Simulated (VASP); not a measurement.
# MgH2Ir2 (I4/mmm) in VASP: a series of runs, part 2 of 2

VASP 6.6.1. Earlier steps stand in the parts before.

### Step 4. Relaxation of cell and atoms, PBE

Input file INCAR:

```
SYSTEM = MgH2Ir2
PREC = Accurate
ENCUT = 600
EDIFF = 1E-6
ISMEAR = 0
SIGMA = 0.1
LREAL = .FALSE.
LASPH = .TRUE.
NELM = 60
ALGO = Normal
ISIF = 3
LWAVE = .FALSE.
LCHARG = .FALSE.
GGA = PE
IBRION = 2
NSW = 90
EDIFFG = -0.04
```

Input file KPOINTS:

```
Automatic mesh
0
G
  6 6 6
  0 0 0
```

Input file POSCAR:

```
MgH2Ir2
1.0
   -1.8280769700      1.8280769700      4.3922600300
    1.8280769700     -1.8280769700      4.3922600300
    1.8280769700      1.8280769700     -4.3922600300
Mg H Ir
1 2 2
Direct
    0.0000000000      0.0000000000      0.0000000000
    0.6186978800      0.6186978800      0.0000000000
    0.3813021200      0.3813021200      0.0000000000
    0.2500000000      0.7500000000      0.5000000000
    0.7500000000      0.2500000000      0.5000000000
```

Potentials or basis: VASP PAW PBE potentials, release 64 (Mg, H, Ir).

Started as:

```
$ cat potpaw_PBE.64/Mg/POTCAR potpaw_PBE.64/H/POTCAR potpaw_PBE.64/Ir/POTCAR > POTCAR
$ mpirun -np 1 vasp_std > vasp.out
```

OUTCAR:

```text
SYSTEM = MgH2Ir2
   PREC = Accurate
   ENCUT = 600
   EDIFF = 1E-6
   ISMEAR = 0
   LREAL = .FALSE.
   LASPH = .TRUE.
   NELM = 60
   ISIF = 3
   GGA = PE
   IBRION = 2
   NSW = 90
   EDIFFG = -0.04

 ion  position               nearest neighbor table
   1  0.000  0.000  0.000-   5 2.86   4 2.86   4 2.86   5 2.86   4 2.86   5 2.86   5 2.86   4 2.86

   2  0.619  0.619  0.000-
   3  0.381  0.381  0.000-
   4  0.250  0.750  0.500-   5 2.59   5 2.59   5 2.59   5 2.59   1 2.86   1 2.86   1 2.86   1 2.86

   5  0.750  0.250  0.500-   4 2.59   4 2.59   4 2.59   4 2.59   1 2.86   1 2.86   1 2.86   1 2.86

  LATTYP: Found a body centered tetragonal cell.
 ALAT       =     3.6561539400
 C/A-ratio  =     2.4026669019

  Lattice vectors:

 A1 = (  -1.8280769700,   1.8280769700,   4.3922600300)
 A2 = (   1.8280769700,  -1.8280769700,   4.3922600300)
 A3 = (   1.8280769700,   1.8280769700,  -4.3922600300)

Analysis of symmetry for initial positions (statically):
=====================================================================
 Subroutine PRICEL returns:
 Original cell was already a primitive cell.

 Routine SETGRP: Setting up the symmetry group for a
 body centered tetragonal supercell.

 Subroutine GETGRP returns: Found 16 space group operations
 (whereof 16 operations were pure point group operations)
 out of a pool of 16 trial point group operations.

The static configuration has the point symmetry D_4h.

Analysis of symmetry for dynamics (positions and initial velocities):
=====================================================================
 Subroutine PRICEL returns:
 Original cell was already a primitive cell.

 Routine SETGRP: Setting up the symmetry group for a
 body centered tetragonal supercell.

 Subroutine GETGRP returns: Found 16 space group operations
 (whereof 16 operations were pure point group operations)
 out of a pool of 16 trial point group operations.

The dynamic configuration has the point symmetry D_4h.

 Subroutine INISYM returns: Found 16 space group operations
 (whereof 16 operations are pure point group operations),
 and found     1 'primitive' translations

----------------------------------------------------------------------------------------

                                     Primitive cell

  volume of cell :      58.7134

  direct lattice vectors                    reciprocal lattice vectors
    -1.828076970  1.828076970  4.392260030     0.000000000  0.273511459  0.113836612
     1.828076970 -1.828076970  4.392260030     0.273511459  0.000000000  0.113836612
     1.828076970  1.828076970 -4.392260030     0.273511459  0.273511459  0.000000000

  length of vectors
     5.096634084  5.096634084  5.096634084     0.296255452  0.296255452  0.386803615

  position of ions in fractional coordinates (direct lattice)
     0.000000000  0.000000000  0.000000000
     0.618697880  0.618697880  0.000000000
     0.381302120  0.381302120  0.000000000
     0.250000000  0.750000000  0.500000000
     0.750000000  0.250000000  0.500000000

  ion indices of the primitive-cell ions
   primitive index   ion index
                 1           1
                 2           2
                 3           3
                 4           4
                 5           5

[... 79 lines left out ...]
   POTIM  = 0.5000    time-step for ionic-motion
   TEBEG  =    0.0;   TEEND  =   0.0 temperature during run
   PSTRESS=    0.0 pullay stress
   NELECT =      22.0000    total number of electrons
   NUPDOWN=      -1.0000    fix difference up-down
   EMIN   =  10.00;   EMAX   =-10.00  energy-range for DOS
   EFERMI =   0.00;   METHOD = LEGACY
   ISMEAR =     0;   SIGMA  =   0.10  broadening in eV -4-tet -1-fermi 0-gaus
   EFERMI_NEDOS =   21; number of points for ismear=-14 and -15
   IALGO  =     38    algorithm
   IMIX   =      4    mixing-type and parameters
     AMIX     =   0.40;   BMIX     =  1.00
     AMIX_MAG =   1.60;   BMIX_MAG =  1.00
  volume/ion in A,a.u.               =      11.74        79.24
  Fermi-wavevector in a.u.,A,eV,Ry     =   1.180239  2.230329 18.952436  1.392965
  Thomas-Fermi vector in A             =   2.316535
   LORBIT       =      0    0 simple, 1 ext, 2 COOP (PROOUT), +10 PAW based schemes
   GGA     = PE    functional components
   LHFCALC =     F    Hartree Fock is set to
   AEXX    =    0.0000 exact exchange contribution
   IVDW    =     0    specifies the selected vdW correction
   LEPSILON=     F    determine dielectric tensor
   LRPA    =     F    only Hartree local field effects (RPA)
 conjugate gradient relaxation of ions
 non-spin polarized calculation
 Gauss-broadening in eV      SIGMA  =   0.10
  energy-cutoff  :      600.00
  volume of cell :       58.71
 maximum number of plane-waves:      1997
 NGX is ok and might be reduce to    42
   NGX = 21   NGY = 21   NGZ = 21

--------------------------------------- Ionic step        1  -------------------------------------------

 number of electron      22.0000000 magnetization

 Free energy of the ion-electron system (eV)
  ---------------------------------------------------
  ext. energy  EPLUGINS =         0.00000000
  ---------------------------------------------------
  free energy    TOTEN  =       -24.52122311 eV

  energy without entropy =      -24.50527732  energy(sigma->0) =      -24.51325022

------------------------ aborting loop because EDIFF is reached ----------------------------------------

  FORCE on cell =-STRESS in cart. coord.  units (eV):
  Direction    XX          YY          ZZ          XY          YZ          ZX
  --------------------------------------------------------------------------------------
  -------------------------------------------------------------------------------------
  Total        1.8248108      1.8248108     -3.5610993      0.0000000     -0.0000000      0.0000000
  in kB       49.7956526     49.7956526    -97.1756992      0.0000000     -0.0000000      0.0000000
  external PRESSURE =       0.8052020 kB  Pullay stress =       0.0000000 kB
[... 98 lines left out ...]
  FREE ENERGIE OF THE ION-ELECTRON SYSTEM (eV)
  ---------------------------------------------------
  free  energy   TOTEN  =       -25.0056861043 eV

  energy  without entropy=      -24.9941130686  energy(sigma->0) =      -24.99989959

[... ionic steps 4 to 9 ...]

--------------------------------------- Ionic step       10  -------------------------------------------

 number of electron      22.0000001 magnetization

------------------------ aborting loop because EDIFF is reached ----------------------------------------
[... 73 lines left out ...]
--------------------------------------- Ionic step       12  -------------------------------------------

 number of electron      22.0000001 magnetization

 Free energy of the ion-electron system (eV)
  ---------------------------------------------------
  ext. energy  EPLUGINS =         0.00000000
  ---------------------------------------------------
  free energy    TOTEN  =       -25.59713331 eV

  energy without entropy =      -25.57951383  energy(sigma->0) =      -25.58832357

 E-fermi :   4.8683     XC(G=0): -10.9669

 val. band max:        4.8641965442   @ k =   0.5000   0.5000   0.3333
 cond. band min:       4.8914825691   @ k =   0.1667   0.1667   0.1667
 fundamental gap:      0.0272860249
 Fermi energy:         4.8682780285

 k-point     1 :       0.0000    0.0000    0.0000
  band No.  band energies     occupation
      1      -5.6874      2.00000
      2      -3.7910      2.00000
      3      -0.1880      2.00000
      4       0.4760      2.00000
      5       1.6635      2.00000
      6       1.6635      2.00000
      7       4.5976      1.99987
      8       4.7456      1.91721
      9       4.7456      1.91721
     10       5.3409      0.00000
     11       5.6277      0.00000
     12       7.5651      0.00000
     13       9.5434      0.00000
     14       9.6208      0.00000
[... 401 lines left out ...]
      2      -3.5436      2.00000
      3       0.0923      2.00000
      4       0.8270      2.00000
      5       1.7045      2.00000
      6       1.9635      2.00000
      7       3.3343      2.00000
      8       3.9034      2.00000
      9       4.4692      2.00000
     10       5.1646      0.00003
     11       5.6207      0.00000
     12       5.9088      0.00000
     13       6.8007      0.00000
     14      10.4100      0.00000
     15      10.6213      0.00000

 [... further k-points ...]

------------------------ aborting loop because EDIFF is reached ----------------------------------------

  FORCE on cell =-STRESS in cart. coord.  units (eV):
  Direction    XX          YY          ZZ          XY          YZ          ZX
  --------------------------------------------------------------------------------------
  -------------------------------------------------------------------------------------
  Total        0.0152269      0.0152269      0.0213691      0.0000000      0.0000000      0.0000000
  in kB        0.3982408      0.3982408      0.5588828      0.0000000      0.0000000      0.0000000
  external PRESSURE =       0.4517881 kB  Pullay stress =       0.0000000 kB
[... 20 lines left out ...]
  FREE ENERGIE OF THE ION-ELECTRON SYSTEM (eV)
  ---------------------------------------------------
  free  energy   TOTEN  =       -25.5971333067 eV

  energy  without entropy=      -25.5795138311  energy(sigma->0) =      -25.58832357

 reached required accuracy - stopping structural energy minimisation
```

It took 8.6 min on 1 thread of Oxide Virtual Turin-like, shared host; peak memory 0.26 GiB.

What came out:

| Quantity | Value |
| --- | --- |
| Free energy | -25.5971 eV |
| Relaxed volume | 12.25 Å³/atom |
| Relaxed cell | a = 5.028 Å, b = 5.028 Å, c = 5.028 Å, α = 135.65°, β = 135.65°, γ = 64.52° |
| Space group after relaxing (to 0.1 Å) | I4/mmm (No. 139) |
| Energy gained by relaxing | 215.2 meV/atom |
| Ionic steps | 12 |
| Pressure after relaxing | 0.0 GPa |
| Largest force after relaxing | 0.020 eV/Å |
| Band gap on the k mesh | zero (bands 11 and 12 overlap by 2.82 eV) |

Forces on the atoms (eV/Å):
```
Mg   0.000  0.000  0.000
H    0.000  0.000 -0.020
H    0.000  0.000  0.020
Ir   0.000  0.000  0.000
Ir   0.000  0.000  0.000
```

Step by step:
| step | energy change (eV) | largest force (eV/Å) | pressure (GPa) | volume (Å³) |
| --- | --- | --- | --- | --- |
| 1 | 0.0000 | 1.4452 | 0.08 | 58.71 |
| 2 | -0.3071 | 1.3515 | -2.18 | 58.71 |
| 3 | -0.4845 | 1.1072 | -4.59 | 58.45 |
| 4 | -0.6676 | 0.7488 | 3.23 | 56.21 |
| 5 | -0.6908 | 0.5601 | 8.02 | 55.06 |
| 6 | -0.8805 | 0.3675 | 5.22 | 56.71 |
| 7 | -1.0729 | 0.0360 | -0.77 | 61.55 |
| 8 | -1.0738 | 0.0202 | -0.45 | 61.27 |
| 9 | -1.0738 | 0.0128 | -0.27 | 61.14 |
| 10 | -1.0751 | 0.0324 | 0.73 | 60.93 |
| 11 | -1.0752 | 0.0282 | 0.49 | 60.98 |
| 12 | -1.0759 | 0.0203 | 0.05 | 61.26 |

Final structure:
```cif
data_structure
_symmetry_space_group_name_H-M 'P 1'
_symmetry_Int_Tables_number 1
_cell_length_a 5.0284
_cell_length_b 5.0284
_cell_length_c 5.0284
_cell_angle_alpha 135.653
_cell_angle_beta 135.653
_cell_angle_gamma 64.517
_cell_volume 61.26
loop_
_atom_site_label
_atom_site_type_symbol
_atom_site_fract_x
_atom_site_fract_y
_atom_site_fract_z
_atom_site_occupancy
Mg1 Mg 0.00000 0.00000 0.00000 1
H1 H 0.70271 0.70271 0.00000 1
H2 H 0.29729 0.29729 0.00000 1
Ir1 Ir 0.25000 0.75000 0.50000 1
Ir2 Ir 0.75000 0.25000 0.50000 1
```

Caveat: spin-orbit coupling is left out, which moves the levels of the heavy elements.

### Step 5. Overview

| task | cell | cutoff (eV) | gap on the mesh (eV) | pressure (GPa) | largest force (eV/Å) |
| --- | --- | --- | --- | --- | --- |
| single point | a = 5.097 Å, angles 138.0, 138.0, 61.0°, 5 atoms, atomic positions A | 520 | none | 0.0 | 1.44 |
| single point | a = 5.033 Å, angles 135.7, 135.7, 64.4°, 5 atoms, atomic positions B | 520 | none | 0.1 | 0.01 |
| relaxation of cell and atoms | relaxed from a = 5.097 Å, angles 138.0, 138.0, 61.0°, 5 atoms, atomic positions A | 600 | none | 0.0 | 0.02 |

Alike in all rows: level PBE; potentials or basis VASP PAW PBE potentials, release 64 (Mg, H, Ir); no spin polarisation; k mesh 6 × 6 × 6; smearing gaussian 0.1 eV.

Caveats: spin-orbit coupling is left out, which moves the levels of the heavy elements; the stress differs along the axes, from -10 to 5 GPa (at least some runs); forces of over 1 eV/Å act on the atoms, so gaps and moduli don't describe the material at rest (at least some runs).

Total energies depend on the potentials used, so only differences within one code and one set of settings carry meaning.

The gap in the log of VASP goes by the Fermi energy; the results here count the filled bands.